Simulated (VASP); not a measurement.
# H2CO in VASP: notebook

Runs on H2CO. Level: PBE. Tasks: single point.

All numbers are computed with VASP 6.6.1; they aren't measurements. Logs are shortened: lines on timing, memory, paths and dates and some standing lists are left out, and cuts for length are marked.

**1. The cell of the first run**

The cell holds a disordered packing, 24 atoms: a = 7.807 Å, b = 7.807 Å, c = 7.807 Å, α = 90.00°, β = 90.00°, γ = 90.00°.

**2. Single point, PBE**

INCAR

```
SYSTEM = H2CO
PREC = Accurate
ENCUT = 520
EDIFF = 1E-6
ISMEAR = -1
SIGMA = 0.05
LREAL = Auto
LASPH = .True.
NELM = 80
ALGO = Normal
ISIF = 2
LWAVE = .False.
LCHARG = .False.
GGA = PE
NBANDS = 54
```

KPOINTS

```
Automatic mesh
0
Gamma
  1 1 1
  0 0 0
```

POSCAR

```
H2CO
1.0
    7.8068320000      0.0000000000      0.0000000000
    0.0000000000      7.8068320000      0.0000000000
    0.0000000000      0.0000000000      7.8068320000
O C H
6 6 12
Direct
    0.2583937199      0.2653451703      0.5271122825
    0.5014838559      0.7728614958      0.3710693421
   -0.0946569945      0.0537406085      0.9349208307
    0.5909150814      0.6019686993      0.8790887869
    0.8193850351      0.3692741408      0.3864603089
    0.4553818721      0.0100090301      0.9037253132
    0.1901152602      0.3000743889      0.3913834115
    0.5994638435      0.7485612544      0.2525555060
    0.0449489230      0.0398460090      0.8673282009
    0.5048581110      0.4979466921      0.8023933700
    0.7261502155      0.2455075769      0.3789882458
    0.5358618972      0.0279963322      0.7717122813
    0.2054682022      0.4276142328      0.3262924130
    0.1126628159      0.2035449961      0.3201672292
    0.6468799308      0.8556757143      0.1710568100
    0.6449979895      0.6187081097      0.2157680491
    0.0587399001      0.0077986174      0.7288032617
    0.1671626142      0.0610577785      0.9380060585
    0.5050185898      0.4893241050      0.6593425787
    0.4190194412      0.4048284553      0.8703201856
    0.5837857182      0.2573705014      0.3878845072
    0.7762899960      0.1121291972      0.3648092628
    0.6228799975      0.1409723844      0.7542636210
    0.5225195842     -0.0614356907      0.6601970433
```

Potentials or basis: VASP PAW PBE potentials, release 64 (O, C, H).

On the command line:

```bash
$ cat potpaw_PBE.64/O/POTCAR potpaw_PBE.64/C/POTCAR potpaw_PBE.64/H/POTCAR > POTCAR
$ mpirun -np 1 vasp_gam > vasp.out
```

OUTCAR:

```text
SYSTEM = H2CO
   PREC = Accurate
   ENCUT = 520
   EDIFF = 1E-6
   ISMEAR = -1
   LREAL = Auto
   LASPH = .True.
   NELM = 80
   ISIF = 2
   GGA = PE

 ion  position               nearest neighbor table
   1  0.258  0.265  0.527-   7 1.22
   2  0.501  0.773  0.371-   8 1.22
   3  0.905  0.054  0.935-   9 1.22
   4  0.591  0.602  0.879-  10 1.21
   5  0.819  0.369  0.386-  11 1.21
   6  0.455  0.010  0.904-  12 1.22
   7  0.190  0.300  0.391-  14 1.11  13 1.12   1 1.22
   8  0.599  0.749  0.253-  16 1.11  15 1.11   2 1.22
   9  0.045  0.040  0.867-  18 1.11  17 1.12   3 1.22
  10  0.505  0.498  0.802-  19 1.12  20 1.12   4 1.21
  11  0.726  0.246  0.379-  21 1.12  22 1.12   5 1.21
  12  0.536  0.028  0.772-  24 1.12  23 1.12   6 1.22
  13  0.205  0.428  0.326-   7 1.12
  14  0.113  0.204  0.320-   7 1.11
  15  0.647  0.856  0.171-   8 1.11
  16  0.645  0.619  0.216-   8 1.11
  17  0.059  0.008  0.729-   9 1.12
  18  0.167  0.061  0.938-   9 1.11
  19  0.505  0.489  0.659-  10 1.12
  20  0.419  0.405  0.870-  10 1.12
  21  0.584  0.257  0.388-  11 1.12
  22  0.776  0.112  0.365-  11 1.12
  23  0.623  0.141  0.754-  12 1.12
  24  0.523  0.939  0.660-  12 1.12

  LATTYP: Found a simple cubic cell.
 ALAT       =     7.8068320000

  Lattice vectors:

 A1 = (   7.8068320000,   0.0000000000,   0.0000000000)
 A2 = (   0.0000000000,   7.8068320000,   0.0000000000)
 A3 = (   0.0000000000,   0.0000000000,   7.8068320000)

Analysis of symmetry for initial positions (statically):
=====================================================================
 Subroutine PRICEL returns:
 Original cell was already a primitive cell.

 Routine SETGRP: Setting up the symmetry group for a
 simple cubic supercell.

 Subroutine GETGRP returns: Found  1 space group operations
 (whereof  1 operations were pure point group operations)
 out of a pool of 48 trial point group operations.

The static configuration has the point symmetry C_1 .

Analysis of symmetry for dynamics (positions and initial velocities):
=====================================================================
 Subroutine PRICEL returns:
 Original cell was already a primitive cell.

 Routine SETGRP: Setting up the symmetry group for a
 simple cubic supercell.

 Subroutine GETGRP returns: Found  1 space group operations
 (whereof  1 operations were pure point group operations)
 out of a pool of 48 trial point group operations.

The dynamic configuration has the point symmetry C_1 .

 Subroutine INISYM returns: Found  1 space group operations
 (whereof  1 operations are pure point group operations),
 and found     1 'primitive' translations

----------------------------------------------------------------------------------------

                                     Primitive cell

  volume of cell :     475.8001

  direct lattice vectors                    reciprocal lattice vectors
     7.806832000  0.000000000  0.000000000     0.128092932  0.000000000  0.000000000
     0.000000000  7.806832000  0.000000000     0.000000000  0.128092932  0.000000000
     0.000000000  0.000000000  7.806832000     0.000000000  0.000000000  0.128092932

  length of vectors
     7.806832000  7.806832000  7.806832000     0.128092932  0.128092932  0.128092932

  position of ions in fractional coordinates (direct lattice)
     0.258393720  0.265345170  0.527112282
     0.501483856  0.772861496  0.371069342
     0.905343006  0.053740609  0.934920831
     0.590915081  0.601968699  0.879088787
     0.819385035  0.369274141  0.386460309
     0.455381872  0.010009030  0.903725313
[... 16 lines left out ...]
     0.622879998  0.140972384  0.754263621
     0.522519584  0.938564309  0.660197043

  ion indices of the primitive-cell ions
   primitive index   ion index
                 1           1
                 2           2
                 3           3
                 4           4
                 5           5
                 6           6
[... 16 lines left out ...]
                23          23
                24          24

----------------------------------------------------------------------------------------

 KPOINTS: Automatic mesh

Automatic generation of k-mesh.
 Grid dimensions read from file:
 generate k-points for:    1    1    1

 Generating k-lattice:

  Cartesian coordinates                     Fractional coordinates (reciprocal lattice)
     0.128092932  0.000000000  0.000000000     1.000000000  0.000000000  0.000000000
     0.000000000  0.128092932  0.000000000     0.000000000  1.000000000  0.000000000
     0.000000000  0.000000000  0.128092932     0.000000000  0.000000000  1.000000000

  Length of vectors
     0.128092932  0.128092932  0.128092932

  Shift w.r.t. Gamma in fractional coordinates (k-lattice)
     0.000000000  0.000000000  0.000000000

 Subroutine IBZKPT returns following result:
 ===========================================

 Found      1 irreducible k-points:

 Following reciprocal coordinates:
            Coordinates               Weight
  0.000000  0.000000  0.000000      1.000000
   k-points           NKPTS =      1   k-points in BZ     NKDIM =      1   number of bands    NBANDS=     54
   number of dos      NEDOS =    301   number of ions     NIONS =     24
   total plane-waves  NPLWV = 216000
   dimension x,y,z NGX =    60 NGY =   60 NGZ =   60
   dimension x,y,z NGXF=   120 NGYF=  120 NGZF=  120
   ions per type =               6   6  12
   NGX,Y,Z   is equivalent  to a cutoff of  12.78, 12.78, 12.78 a.u.
   NGXF,Y,Z  is equivalent  to a cutoff of  25.55, 25.55, 25.55 a.u.
 SYSTEM =  H2CO
   PREC   = accura    normal or accurate (medium, high low for compatibility)
   ISTART =      0    job   : 0-new  1-cont  2-samecut
   ICHARG =      2    charge: 1-file 2-atom 10-const
   ISPIN  =      1    spin polarized calculation?
   LNONCOLLINEAR =      F non collinear calculations
   LSORBIT =      F    spin-orbit coupling
   LASPH  =      T    aspherical Exc in radial PAW
   ENCUT  =  520.0 eV  38.22 Ry    6.18 a.u.  14.52 14.52 14.52*2*pi/ulx,y,z
   NELM   =     80;   NELMIN=  2; NELMDL= -5     # of ELM steps
   EDIFF  = 0.1E-05   stopping-criterion for ELM
   LREAL  =      T    real-space projection
   EDIFFG = 0.1E-04   stopping-criterion for IOM
   NSW    =      0    number of steps for IOM
[... 5 lines left out ...]
   TEBEG  =    0.0;   TEEND  =   0.0 temperature during run
   PSTRESS=    0.0 pullay stress
   NELECT =      72.0000    total number of electrons
   NUPDOWN=      -1.0000    fix difference up-down
   EMIN   =  10.00;   EMAX   =-10.00  energy-range for DOS
   EFERMI =   0.00;   METHOD = LEGACY
   ISMEAR =    -1;   SIGMA  =   0.05  broadening in eV -4-tet -1-fermi 0-gaus
   EFERMI_NEDOS =   21; number of points for ismear=-14 and -15
   IALGO  =     38    algorithm
   IMIX   =      4    mixing-type and parameters
     AMIX     =   0.40;   BMIX     =  1.00
     AMIX_MAG =   1.60;   BMIX_MAG =  1.00
  volume/ion in A,a.u.               =      19.83       133.79
  Fermi-wavevector in a.u.,A,eV,Ry     =   0.872390  1.648579 10.354916  0.761065
  Thomas-Fermi vector in A             =   1.991633
   LORBIT       =      0    0 simple, 1 ext, 2 COOP (PROOUT), +10 PAW based schemes
   GGA     = PE    functional components
   LHFCALC =     F    Hartree Fock is set to
   AEXX    =    0.0000 exact exchange contribution
   IVDW    =     0    specifies the selected vdW correction
   LEPSILON=     F    determine dielectric tensor
   LRPA    =     F    only Hartree local field effects (RPA)
 non-spin polarized calculation
  energy-cutoff  :      520.00
  volume of cell :      475.80
 maximum number of plane-waves:      6447
 NGX is ok and might be reduce to    60
   NGX = 29   NGY = 29   NGZ = 29

 number of electron      71.9999995 magnetization

 Free energy of the ion-electron system (eV)
  ---------------------------------------------------
  ext. energy  EPLUGINS =         0.00000000
  ---------------------------------------------------
  free energy    TOTEN  =      -133.64694823 eV

  energy without entropy =     -133.64694823  energy(sigma->0) =     -133.64694823

 E-fermi :  -2.4941     XC(G=0):  -5.1272

 val. band max:       -3.7227475108   @ k =   0.0000   0.0000   0.0000
 cond. band min:      -0.7898377352   @ k =   0.0000   0.0000   0.0000
 fundamental gap:      2.9329097756
 Fermi energy:        -2.4940585841

 k-point     1 :       0.0000    0.0000    0.0000
  band No.  band energies     occupation
      1     -24.8694      2.00000
      2     -24.5596      2.00000
      3     -24.4711      2.00000
      4     -24.3957      2.00000
      5     -24.3031      2.00000
      6     -24.2011      2.00000
[... 40 lines left out ...]
     47       3.0644      0.00000
     48       3.5360      0.00000
 [bands above 48 left out]

------------------------ aborting loop because EDIFF is reached ----------------------------------------

  FORCE on cell =-STRESS in cart. coord.  units (eV):
  Direction    XX          YY          ZZ          XY          YZ          ZX
  --------------------------------------------------------------------------------------
  -------------------------------------------------------------------------------------
  Total        0.1710094     -0.4320028     -0.2518589      0.1375630      0.1947276     -0.3790684
  in kB        0.5758456     -1.4546973     -0.8480930      0.4632204      0.6557126     -1.2764496
  external PRESSURE =      -0.5756482 kB  Pullay stress =       0.0000000 kB

 VOLUME and BASIS-vectors are now :
 -----------------------------------------------------------------------------
  energy-cutoff  :      520.00
  volume of cell :      475.80
      direct lattice vectors                 reciprocal lattice vectors
     7.806832000  0.000000000  0.000000000     0.128092932  0.000000000  0.000000000
     0.000000000  7.806832000  0.000000000     0.000000000  0.128092932  0.000000000
     0.000000000  0.000000000  7.806832000     0.000000000  0.000000000  0.128092932

 POSITION                                       TOTAL-FORCE (eV/Angst)
 -----------------------------------------------------------------------------------
      2.01724      2.07151      4.11508         0.155221      0.094906      0.213802
      3.91500      6.03360      2.89688        -0.242223      0.007496      0.385191
      7.06786      0.41954      7.29877        -0.306759     -0.022271      0.173355
      4.61317      4.69947      6.86290         0.191394      0.230678      0.247580
      6.39680      2.88286      3.01703         0.365391      0.413954      0.006259
      3.55509      0.07814      7.05523        -0.186276     -0.136379      0.309750
[... 16 lines left out ...]
      4.86272      1.10055      5.88841        -0.033055     -0.169340     -0.041740
      4.07922      7.32721      5.15405         0.094303      0.069222      0.245987
 -----------------------------------------------------------------------------------
    total drift:                                0.007782     -0.005180     -0.004397

  FREE ENERGIE OF THE ION-ELECTRON SYSTEM (eV)
  ---------------------------------------------------
  free  energy   TOTEN  =      -133.6469482297 eV

  energy  without entropy=     -133.6469482296  energy(sigma->0) =     -133.64694823
```

Wall time 72 s (1 thread of Intel Xeon Platinum 8259CL at 2.50GHz (Skylake/Cascade Lake), shared host); peak memory 0.46 GiB.

What came out:

```yaml
Free_energy: -133.6469 eV
Pressure: -0.1 GPa
Largest_force: 0.691 eV/Å
```

Forces on the atoms (eV/Å):
```
O    0.155  0.095  0.214
O   -0.242  0.007  0.385
O   -0.307 -0.022  0.173
O    0.191  0.231  0.248
O    0.365  0.414  0.006
O   -0.186 -0.136  0.310
C   -0.140  0.045 -0.541
C    0.212 -0.041 -0.443
C    0.299  0.103 -0.196
C   -0.295 -0.328 -0.324
C   -0.446 -0.527  0.041
C    0.118  0.250 -0.490
H   -0.035 -0.197  0.260
H    0.004  0.056  0.026
H    0.049  0.034  0.005
H    0.011  0.011  0.078
H    0.008 -0.047  0.015
H   -0.017 -0.044 -0.002
H   -0.007  0.044  0.130
H    0.099  0.079 -0.053
H    0.065  0.007 -0.014
H    0.037  0.070 -0.030
H   -0.033 -0.169 -0.042
H    0.094  0.069  0.246
```

Levels at points of the mesh, in eV from the Fermi level:
| k point | band 33 | band 34 | band 35 | band 36 | band 37 | band 38 | band 39 | band 40 |
| --- | --- | --- | --- | --- | --- | --- | --- | --- |
| (0.00, 0.00, 0.00) | -1.62 | -1.48 | -1.35 | -1.23 | 1.70 | 1.94 | 2.05 | 2.15 |

Caveat: the k points lie up to 0.80 Å⁻¹ apart, too coarse for converged energies, forces and pressures.

(Part 1 of 2 ends here.)
